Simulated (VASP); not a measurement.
# Zr2HS4 in VASP: further runs

The runs below take Zr2HS4 through single point, with PBE+D3(BJ).

All numbers are computed with VASP 6.6.1; they aren't measurements. Logs are shortened: lines on timing, memory, paths and dates and some standing lists are left out, and cuts for length are marked.

### 1 The cell of the first run

The cell holds a slab with vacuum, 14 atoms: a = 7.298 Å, b = 7.298 Å, c = 20.917 Å, α = 90.00°, β = 90.00°, γ = 120.00°.

### 2 Single point, PBE+D3(BJ)

Contents of INCAR:

```
SYSTEM = Zr2HS4
ALGO = Normal
DIPOL = 0.5 0.5 0.281
EDIFF = 1E-6
ENCUT = 400
GGA = PE
GGA_COMPAT = .False.
IDIPOL = 3
ISIF = 2
ISMEAR = 0
IVDW = 12
LASPH = .True.
LCHARG = .False.
LDIPOL = .True.
LREAL = .False.
LWAVE = .False.
NBANDS = 62
NELM = 120
NELMDL = -8
PREC = Accurate
SIGMA = 0.05
```

Contents of KPOINTS:

```
k-points
0
Gamma
  6 6 1
  0 0 0
```

Contents of POSCAR:

```
Zr2HS4
1.0
    7.2976778227      0.0000000000      0.0000000000
   -3.6488389114      6.3199743831      0.0000000000
    0.0000000000      0.0000000000     20.9171506047
S Zr H
8 4 2
Direct
    0.3333333333      0.1666666667      0.1912306354
    0.3333333333      0.6666666667      0.1912306354
    0.8333333333      0.1666666667      0.1912306354
    0.8333333333      0.6666666667      0.1912306354
    0.1666666667      0.3333333333      0.3306927762
    0.1666666667      0.8333333333      0.3306927762
    0.6666666667      0.3333333333      0.3306927762
    0.6666666667      0.8333333333      0.3306927762
    0.0000000000      0.0000000000      0.2609617058
    0.0000000000      0.5000000000      0.2609617058
    0.5000000000      0.0000000000      0.2609617058
    0.5000000000      0.5000000000      0.2609617058
    0.2866163718      0.7133836282      0.3981015752
    0.3800502948      0.6199497052      0.3981015752
```

Potentials or basis: VASP PAW PBE potentials, release 64 (S, Zr_sv, H).

The run is started by

```sh
> cat potpaw_PBE.64/S/POTCAR potpaw_PBE.64/Zr_sv/POTCAR potpaw_PBE.64/H/POTCAR > POTCAR
> mpirun -np 1 vasp_std > vasp.out
```

OUTCAR:

```text
SYSTEM = Zr2HS4
   EDIFF = 1E-6
   ENCUT = 400
   GGA = PE
   ISIF = 2
   ISMEAR = 0
   IVDW = 12
   LASPH = .True.
   LREAL = .False.
   NELM = 120
   NELMDL = -8
   PREC = Accurate
 IVDW          = 12

 ion  position               nearest neighbor table
   1  0.333  0.167  0.191-   9 2.56  12 2.56  11 2.56
   2  0.333  0.667  0.191-  10 2.56  11 2.56  12 2.56
   3  0.833  0.167  0.191-  11 2.56  10 2.56   9 2.56
   4  0.833  0.667  0.191-  12 2.56   9 2.56  10 2.56
   5  0.167  0.333  0.331-  12 2.56   9 2.56  10 2.56
   6  0.167  0.833  0.331-  11 2.56  10 2.56   9 2.56
   7  0.667  0.333  0.331-  10 2.56  11 2.56  12 2.56
   8  0.667  0.833  0.331-   9 2.56  12 2.56  11 2.56
   9  0.000  0.000  0.261-   1 2.56   8 2.56   5 2.56   4 2.56   6 2.56   3 2.56  12 3.65  12 3.65
                            11 3.65  11 3.65  10 3.65  10 3.65
  10  0.000  0.500  0.261-   2 2.56   7 2.56   6 2.56   3 2.56   4 2.56   5 2.56  11 3.65  11 3.65
                            12 3.65  12 3.65   9 3.65   9 3.65
  11  0.500  0.000  0.261-   3 2.56   6 2.56   2 2.56   7 2.56   1 2.56   8 2.56  10 3.65  10 3.65
                             9 3.65   9 3.65  12 3.65  12 3.65
  12  0.500  0.500  0.261-   4 2.56   5 2.56   1 2.56   8 2.56   7 2.56   2 2.56   9 3.65   9 3.65
                            10 3.65  10 3.65  11 3.65  11 3.65
  13  0.287  0.713  0.398-
  14  0.380  0.620  0.398-

  LATTYP: Found a hexagonal cell.
 ALAT       =     7.2976778227
 C/A-ratio  =     2.8662748771

  Lattice vectors:

 A1 = (   7.2976778227,   0.0000000000,   0.0000000000)
 A2 = (  -3.6488389114,   6.3199743831,   0.0000000000)
 A3 = (   0.0000000000,   0.0000000000,  20.9171506047)

Analysis of symmetry for initial positions (statically):
=====================================================================
 Subroutine PRICEL returns:
 Original cell was already a primitive cell.

 Routine SETGRP: Setting up the symmetry group for a
 hexagonal supercell.

 Subroutine GETGRP returns: Found  2 space group operations
 (whereof  2 operations were pure point group operations)
 out of a pool of 24 trial point group operations.

The static configuration has the point symmetry C_1h.

Analysis of symmetry for dynamics (positions and initial velocities):
=====================================================================
 Subroutine PRICEL returns:
 Original cell was already a primitive cell.

 Routine SETGRP: Setting up the symmetry group for a
 hexagonal supercell.

 Subroutine GETGRP returns: Found  2 space group operations
 (whereof  2 operations were pure point group operations)
 out of a pool of 24 trial point group operations.

The dynamic configuration has the point symmetry C_1h.

 Subroutine INISYM returns: Found  2 space group operations
 (whereof  2 operations are pure point group operations),
 and found     1 'primitive' translations

----------------------------------------------------------------------------------------

                                     Primitive cell

  volume of cell :     964.7228

  direct lattice vectors                    reciprocal lattice vectors
     7.297677823  0.000000000  0.000000000     0.137029891  0.079114245  0.000000000
    -3.648838911  6.319974383  0.000000000     0.000000000  0.158228489  0.000000000
     0.000000000  0.000000000 20.917150605     0.000000000  0.000000000  0.047807659

  length of vectors
     7.297677823  7.297677823 20.917150605     0.158228489  0.158228489  0.047807659

  position of ions in fractional coordinates (direct lattice)
     0.333333333  0.166666667  0.191230635
     0.333333333  0.666666667  0.191230635
     0.833333333  0.166666667  0.191230635
     0.833333333  0.666666667  0.191230635
     0.166666667  0.333333333  0.330692776
     0.166666667  0.833333333  0.330692776
     0.666666667  0.333333333  0.330692776
     0.666666667  0.833333333  0.330692776
     0.000000000  0.000000000  0.260961706
     0.000000000  0.500000000  0.260961706
     0.500000000  0.000000000  0.260961706
     0.500000000  0.500000000  0.260961706
     0.286616372  0.713383628  0.398101575
     0.380050295  0.619949705  0.398101575

  ion indices of the primitive-cell ions
   primitive index   ion index
                 1           1
                 2           2
                 3           3
                 4           4
                 5           5
                 6           6
                 7           7
                 8           8
                 9           9
                10          10
                11          11
                12          12
                13          13
                14          14

----------------------------------------------------------------------------------------

 KPOINTS: k-points

Automatic generation of k-mesh.
 Grid dimensions read from file:
 generate k-points for:    6    6    1

 Generating k-lattice:

  Cartesian coordinates                     Fractional coordinates (reciprocal lattice)
     0.022838315  0.013185707  0.000000000     0.166666667  0.000000000  0.000000000
     0.000000000  0.026371415  0.000000000     0.000000000  0.166666667  0.000000000
     0.000000000  0.000000000  0.047807659     0.000000000  0.000000000  1.000000000

  Length of vectors
     0.026371415  0.026371415  0.047807659

  Shift w.r.t. Gamma in fractional coordinates (k-lattice)
     0.000000000  0.000000000  0.000000000

 Subroutine IBZKPT returns following result:
 ===========================================

 Found     13 irreducible k-points:

 Following reciprocal coordinates:
            Coordinates               Weight
  0.000000  0.000000  0.000000      1.000000
  0.166667  0.000000  0.000000      4.000000
 -0.166667  0.166667  0.000000      2.000000
  0.333333  0.000000  0.000000      4.000000
 -0.333333  0.333333  0.000000      2.000000
  0.500000  0.000000  0.000000      2.000000
  0.500000  0.500000  0.000000      1.000000
  0.166667  0.166667  0.000000      2.000000
 -0.166667  0.333333  0.000000      4.000000
  0.333333  0.166667  0.000000      4.000000
 -0.166667  0.500000  0.000000      4.000000
  0.500000  0.333333  0.000000      4.000000
  0.333333  0.333333  0.000000      2.000000
   k-points           NKPTS =     13   k-points in BZ     NKDIM =     13   number of bands    NBANDS=     62
   number of dos      NEDOS =    301   number of ions     NIONS =     14
   total plane-waves  NPLWV = 322560
   dimension x,y,z NGX =    48 NGY =   48 NGZ =  140
   dimension x,y,z NGXF=    96 NGYF=   96 NGZF=  280
   ions per type =               8   4   2
   NGX,Y,Z   is equivalent  to a cutoff of  10.93, 10.93, 11.13 a.u.
   NGXF,Y,Z  is equivalent  to a cutoff of  21.87, 21.87, 22.25 a.u.
 SYSTEM =  Zr2HS4
   PREC   = accura    normal or accurate (medium, high low for compatibility)
   ISTART =      0    job   : 0-new  1-cont  2-samecut
   ICHARG =      2    charge: 1-file 2-atom 10-const
   ISPIN  =      1    spin polarized calculation?
   LNONCOLLINEAR =      F non collinear calculations
   LSORBIT =      F    spin-orbit coupling
   LASPH  =      T    aspherical Exc in radial PAW
   ENCUT  =  400.0 eV  29.40 Ry    5.42 a.u.  11.90 11.90 34.11*2*pi/ulx,y,z
   NELM   =    120;   NELMIN=  2; NELMDL= -8     # of ELM steps
   EDIFF  = 0.1E-05   stopping-criterion for ELM
   LREAL  =      F    real-space projection
   EDIFFG = 0.1E-04   stopping-criterion for IOM
   NSW    =      0    number of steps for IOM
   IBRION =     -1    ionic relax: 0-MD 1-quasi-New 2-CG
   NFREE  =      0    steps in history (QN), initial steepest desc. (CG)
   ISIF   =      2    stress and relaxation
   ISYM   =      2    0-nonsym 1-usesym 2-fastsym
   POTIM  = 0.5000    time-step for ionic-motion
   TEBEG  =    0.0;   TEEND  =   0.0 temperature during run
   PSTRESS=    0.0 pullay stress
   NELECT =      98.0000    total number of electrons
   NUPDOWN=      -1.0000    fix difference up-down
   EMIN   =  10.00;   EMAX   =-10.00  energy-range for DOS
   EFERMI =   0.00;   METHOD = LEGACY
   ISMEAR =     0;   SIGMA  =   0.05  broadening in eV -4-tet -1-fermi 0-gaus
   EFERMI_NEDOS =   21; number of points for ismear=-14 and -15
   IALGO  =     38    algorithm
   IMIX   =      4    mixing-type and parameters
     AMIX     =   0.40;   BMIX     =  1.00
     AMIX_MAG =   1.60;   BMIX_MAG =  1.00
  volume/ion in A,a.u.               =      68.91       465.02
  Fermi-wavevector in a.u.,A,eV,Ry     =   0.763864  1.443494  7.938838  0.583488
  Thomas-Fermi vector in A             =   1.863639
   LORBIT       =      0    0 simple, 1 ext, 2 COOP (PROOUT), +10 PAW based schemes
   GGA     = PE    functional components
   LHFCALC =     F    Hartree Fock is set to
   AEXX    =    0.0000 exact exchange contribution
   IVDW    =    12    specifies the selected vdW correction
   LEPSILON=     F    determine dielectric tensor
   LRPA    =     F    only Hartree local field effects (RPA)
 non-spin polarized calculation
 Gauss-broadening in eV      SIGMA  =   0.05
  energy-cutoff  :      400.00
  volume of cell :      964.72
 maximum number of plane-waves:     17598
   NGX = 23   NGY = 23   NGZ = 69

 dipolmoment           0.000000      0.000000     -0.001481 electrons x Angstroem

 number of electron      98.0000015 magnetization

 dipolmoment           0.000000      0.000000      0.011610 electrons x Angstroem

 Free energy of the ion-electron system (eV)
  ---------------------------------------------------
  ext. energy  EPLUGINS =         0.00000000
  ---------------------------------------------------
  free energy    TOTEN  =       -90.67386576 eV

  energy without entropy =      -90.67386576  energy(sigma->0) =      -90.67386576

 E-fermi :  -3.0433     XC(G=0):  -3.2567

 val. band max:       -3.2604709855   @ k =   0.0000   0.0000   0.0000
 cond. band min:      -2.2246474914   @ k =   0.0000   0.0000   0.0000
 fundamental gap:      1.0358234942
 Fermi energy:        -3.0432756542

 k-point     1 :       0.0000    0.0000    0.0000
  band No.  band energies     occupation
      1     -52.1328      2.00000
      2     -52.1167      2.00000
      3     -52.1052      2.00000
      4     -52.1000      2.00000
      5     -30.3168      2.00000
      6     -30.3155      2.00000
[... 53 lines left out ...]
     60       0.4810      0.00000
     61       0.4827      0.00000

 k-point     2 :       0.1667    0.0000    0.0000
  band No.  band energies     occupation
      1     -52.1317      2.00000
      2     -52.1173      2.00000
      3     -52.1051      2.00000
      4     -52.1006      2.00000
      5     -30.3063      2.00000
      6     -30.3038      2.00000
[... 53 lines left out ...]
     60       0.3911      0.00000
     61       0.3959      0.00000

 k-point     3 :      -0.1667    0.1667    0.0000
  band No.  band energies     occupation
      1     -52.1318      2.00000
      2     -52.1166      2.00000
      3     -52.1063      2.00000
      4     -52.1000      2.00000
      5     -30.3054      2.00000
      6     -30.3038      2.00000
[... 629 lines left out ...]
     60       0.2112      0.00000
     61       0.3706      0.00000

 k-point    13 :       0.3333    0.3333    0.0000
  band No.  band energies     occupation
      1     -52.1270      2.00000
      2     -52.1190      2.00000
      3     -52.1076      2.00000
      4     -52.1011      2.00000
      5     -30.2308      2.00000
      6     -30.2293      2.00000
[... 53 lines left out ...]
     60       0.2593      0.00000
     61       0.2942      0.00000
 [bands above 61 left out]

------------------------ aborting loop because EDIFF is reached ----------------------------------------

 vacuum level on the upper side and lower side of the slab       (xc-potential included)        -0.075        -0.108

 Edisp (eV)   -3.16183

 E8    (eV) :    -1.4029

  FORCE on cell =-STRESS in cart. coord.  units (eV):
  Direction    XX          YY          ZZ          XY          YZ          ZX
  --------------------------------------------------------------------------------------
  -------------------------------------------------------------------------------------
  Total      -3.74083    -1.12729     1.53370     2.26339     0.20560    -0.35611
  in kB      -6.21264    -1.87216     2.54711     3.75896     0.34145    -0.59141
  external pressure =       -1.85 kB  Pullay stress =        0.00 kB

 VOLUME and BASIS-vectors are now :
 -----------------------------------------------------------------------------
  energy-cutoff  :      400.00
  volume of cell :      964.72
      direct lattice vectors                 reciprocal lattice vectors
     7.297677823  0.000000000  0.000000000     0.137029891  0.079114245  0.000000000
    -3.648838911  6.319974383  0.000000000     0.000000000  0.158228489  0.000000000
     0.000000000  0.000000000 20.917150605     0.000000000  0.000000000  0.047807659

 POSITION                                       TOTAL-FORCE (eV/Angst)
 -----------------------------------------------------------------------------------
      1.82442      1.05333      4.00000        -0.011019      0.004221     -0.020224
     -0.00000      4.21332      4.00000        -0.014133      0.008160      0.039547
      5.47326      1.05333      4.00000         0.024040     -0.013879     -0.035656
      3.64884      4.21332      4.00000        -0.009165      0.007432     -0.020224
      0.00000      2.10666      6.91715        -0.046721     -0.066082     -0.129379
     -1.82442      5.26665      6.91715         0.138538     -0.079985      0.128627
      3.64884      2.10666      6.91715        -0.003921      0.002264      0.060710
      1.82442      5.26665      6.91715         0.033868      0.073503     -0.129379
      0.00000      0.00000      5.45858        -0.122780      0.070887     -0.122483
     -1.82442      3.15999      5.45858         0.046224     -0.112462     -0.126824
      3.64884      0.00000      5.45858         0.120507      0.016200     -0.126824
      1.82442      3.15999      5.45858         0.036050     -0.020814     -0.168974
     -0.51139      4.50857      8.32715         3.288246     -1.898470      0.274986
      0.51139      3.91807      8.32715        -3.479734      2.009026      0.376094
 -----------------------------------------------------------------------------------
    total drift:                               -0.000004      0.000002      0.000766

  FREE ENERGIE OF THE ION-ELECTRON SYSTEM (eV)
  ---------------------------------------------------
  free  energy   TOTEN  =       -93.8356998865 eV

  energy  without entropy=      -93.8356998865  energy(sigma->0) =      -93.83569989

 vacuum level on the upper side and lower side of the slab         3.091         3.062
```

It took 13 min on 1 thread of Intel Xeon 6975P-C (Granite Rapids), shared host; peak memory 0.9 GiB.

What came out:

```yaml
Free_energy: -93.8357 eV
Largest_force: 4.036 eV/Å
Band_gap_on_the_k_mesh: 1.04 eV
Dispersion_energy_per_atom: -0.226 eV
```

Forces on the atoms (eV/Å):
```
S   -0.011  0.004 -0.020
S   -0.014  0.008  0.040
S    0.024 -0.014 -0.036
S   -0.009  0.007 -0.020
S   -0.047 -0.066 -0.129
S    0.139 -0.080  0.129
S   -0.004  0.002  0.061
S    0.034  0.074 -0.129
Zr  -0.123  0.071 -0.122
Zr   0.046 -0.112 -0.127
Zr   0.121  0.016 -0.127
Zr   0.036 -0.021 -0.169
H    3.288 -1.898  0.275
H   -3.480  2.009  0.376
```

Levels at points of the mesh, in eV from the valence-band top:
```
           k point  band 45  band 46  band 47  band 48  band 49  band 50  band 51  band 52  band 53  band 54
(0.00, 0.00, 0.00)    -1.01    -0.98    -0.11    -0.08     0.00     1.04     1.05     1.13     1.65     1.65
(0.50, 0.00, 0.00)    -1.07    -0.96    -0.90    -0.56    -0.27     1.45     1.45     2.21     2.24     2.69
(0.50, 0.50, 0.00)    -1.03    -0.93    -0.92    -0.61    -0.34     1.43     1.44     2.20     2.24     2.70
```

(Part 1 of 2 ends here.)

The gap in the log of VASP goes by the Fermi energy; the results here count the filled bands.